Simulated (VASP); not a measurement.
## HfN: relaxation of cell and atoms with PBEsol

Crystal: HfN.

```
Hf N
1.0
     0.00000    2.25600    2.25600
     2.25600    0.00000    2.25600
     2.25600    2.25600    0.00000
Hf N
1 1
Direct
  0.00000 0.00000 0.00000
  0.50000 0.50000 0.50000
```

- Program: VASP 6.6.1
- Task: relaxation of cell and atoms
- Functional: PBEsol
- Potentials or basis: VASP PAW PBE potentials, release 64 (Hf_pv, N)
- Cutoff: 600 eV
- k mesh: 16 × 16 × 16
- Occupations: methfessel-paxton, width 0.1 eV
- Spin: no spin polarisation
- Dipole correction: no
- Further INCAR settings: ALGO = Normal; EDIFF = 1e-06; IBRION = 2; EDIFFG = -0.002; NSW = 80; ISIF = 3

```
Relaxed volume                         : 11.31 Å³/atom
Relaxed cell                           : a = 3.174 Å, b = 3.174 Å, c = 3.174 Å, α = 60.00°, β = 60.00°, γ = 60.00°
Space group after relaxing (to 0.05 Å) : Fm-3m (No. 225)
Energy gained by relaxing              : 2.3 meV/atom
Ionic steps                            : 7
Pressure after relaxing                : 0.0 GPa
```

Step by step:
```tsv
step	energy change (eV)	largest force (eV/Å)	pressure (GPa)	volume (Å³)
1	0.0000	0.0000	-4.23	22.96
2	0.0135	0.0000	9.12	21.97
3	-0.0046	0.0000	-0.04	22.63
4	-0.0046	0.0000	0.03	22.62
5	-0.0046	0.0000	-0.03	22.63
6	-0.0046	0.0000	-0.05	22.62
7	-0.0046	0.0000	-0.01	22.62
```

Final structure:
```
CELL_PARAMETERS angstrom
0.00000 2.24470 2.24470
2.24470 0.00000 2.24470
2.24470 2.24470 0.00000
ATOMIC_POSITIONS crystal
Hf 0.00000 0.00000 0.00000
N 0.50000 0.50000 0.50000
```

Levels at points of the mesh, in eV from the Fermi level:
```tsv
k point	band 5	band 6	band 7	band 8	band 9	band 10	band 11
(0.00, 0.00, 0.00)	-2.99	-2.99	-2.99	-0.37	-0.37	-0.37	2.01
(0.50, 0.00, 0.00)	-9.00	-6.26	-6.26	3.40	3.82	3.82	4.52
(0.50, 0.50, 0.00)	-5.37	-3.92	-3.65	-3.65	4.21	5.71	5.73
```

Run time: 83 s on 1 thread of Intel(R) Xeon(R) Platinum 8488C (Sapphire Rapids), with other jobs on the host, peak memory 0.21 GiB.

Caveat: the PAW data sets were made with another functional, which shifts forces and pressure a little; spin-orbit coupling is left out, which moves the levels of the heavy elements.
